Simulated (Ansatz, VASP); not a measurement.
# C4N: VASP beside Ansatz

File INCAR:

```
PREC     = Accurate       # precision mode
ENCUT    = 600            # plane-wave cutoff, eV
EDIFF    = 1E-7           # SCF threshold, eV
ISMEAR   = 0              # smearing method
SIGMA    = 0.1            # smearing width, eV
LREAL    = False          # projectors in reciprocal space
LASPH    = True           # aspherical terms in the spheres
NELM     = 60             # most SCF steps
ALGO     = Normal         # electronic algorithm
ISIF     = 3              # what is computed and relaxed
LWAVE    = False          # write WAVECAR
LCHARG   = False          # write CHGCAR
GGA      = PE             # functional
IBRION   = 2              # ionic algorithm
NSW      = 90             # ionic steps
EDIFFG   = -0.04          # ionic threshold
```

Contents of KPOINTS:

```
Automatic mesh
0
Gamma
  6 6 6
```

File POSCAR:

```
C4N
1.0
    3.3290315882      0.0000000000      0.0000000000
    0.0000000000      3.3290315882      0.0000000000
    0.0000000000      0.0000000000      3.3290315882
C N
4 1
Direct
    0.5000000000      0.0000000000      0.0000000000
    0.0000000000      0.5000000000      0.0000000000
    0.0000000000      0.0000000000      0.5000000000
    0.5000000000      0.5000000000      0.5000000000
    0.0000000000      0.0000000000      0.0000000000
```

Input for Ansatz:

```yaml
crystal:
  lattice:
    - [3.3290315882, 0.0, 0.0]
    - [0.0, 3.3290315882, 0.0]
    - [0.0, 0.0, 3.3290315882]
  atoms:
    - { symbol: C, position: [0.5, 0.0, 0.0] }
    - { symbol: C, position: [0.0, 0.5, 0.0] }
    - { symbol: C, position: [0.0, 0.0, 0.5] }
    - { symbol: C, position: [0.5, 0.5, 0.5] }
    - { symbol: "N", position: [0.0, 0.0, 0.0] }
basis:
  ecutwfc: 420
kpoints:
  mp_grid: { grid: [6, 6, 6] }
hamiltonian:
  xc: pbe
scf:
  occupations: { method: gaussian, width: 0.1 }
  lower_state_search: "off"
output:
  forces: true
  stress: true
  eigenvalues: true
relax:
  adjacent_minimum: "off"
  f_tol: 0.04
  max_steps: 70
  cell: { stress_tol: 0.4 }
```

Change from the starting cell: species swapped into the Co4N type (Pm-3m, No. 221).

Alike in both runs: task relaxation of cell and atoms; functional PBE; k mesh 6 × 6 × 6; occupations gaussian, width 0.1 eV; no spin polarisation.

```csv
,VASP,Ansatz
version,VASP 6.6.1,Ansatz 0.2.0
potentials or method,"VASP PAW PBE potentials, release 64 (C, N), cutoff 600 eV","scalar-relativistic, plane waves, PAW"
valence electrons in the cell,21,21
```

```csv
,VASP,Ansatz,Ansatz less VASP
"gap on the k mesh at the Fermi level, each at its own relaxed structure (eV)",none,none,-
relaxed volume (Å³/atom),7.59,7.59,-0.004
relaxed length of the cell vector where the two differ most in proportion (Å),3.360,3.360,-0.0006
```

A gap of «none» marks a metal or a gap that the smearing closes.
